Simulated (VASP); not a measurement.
A run of VASP 6.6.1 is set up as follows.

INCAR

```
PREC = Accurate
ENCUT = 520
EDIFF = 1E-7
ISMEAR = -1
SIGMA = 0.1
LREAL = False
LASPH = True
NELM = 60
ALGO = Normal
ISIF = 2
LWAVE = False
LCHARG = False
GGA = RE
NBANDS = 22
```

The input KPOINTS:

```
regular mesh
0
Gamma
  5 5 5
```

The input POSCAR:

```
Al
1.0
    5.1607381632      0.0000000000      0.0000000000
    0.0000000000      5.1607381632      0.0000000000
    0.0000000000      0.0000000000      5.1607381632
Al
8
Direct
    1.0000000000      1.0000000000      0.0000000000
    0.5000000000      0.5000000000      0.5000000000
    0.2500000000      1.0000000000      0.5000000000
    0.7500000000      1.0000000000      0.5000000000
    0.5000000000      0.2500000000      0.0000000000
    0.5000000000      0.7500000000      0.0000000000
    0.0000000000      0.5000000000      0.2500000000
    0.0000000000      0.5000000000      0.7500000000
```

Potentials or basis: VASP PAW PBE potentials, release 64 (Al).

Run with:

```bash
$ cat potpaw_PBE.64/Al/POTCAR > POTCAR
$ mpirun -np 1 vasp_std > vasp.out
```

Problem. Predict the pressure.

Solution. -0.2 GPa.

Problem. What does it give for the band gap on the k mesh?

Solution. Zero (band 12 reaches 9.63 eV, above the bottom of band 13 at 7.10 eV).

Caveat: the PAW data sets were made with another functional, which shifts forces and pressure a little.
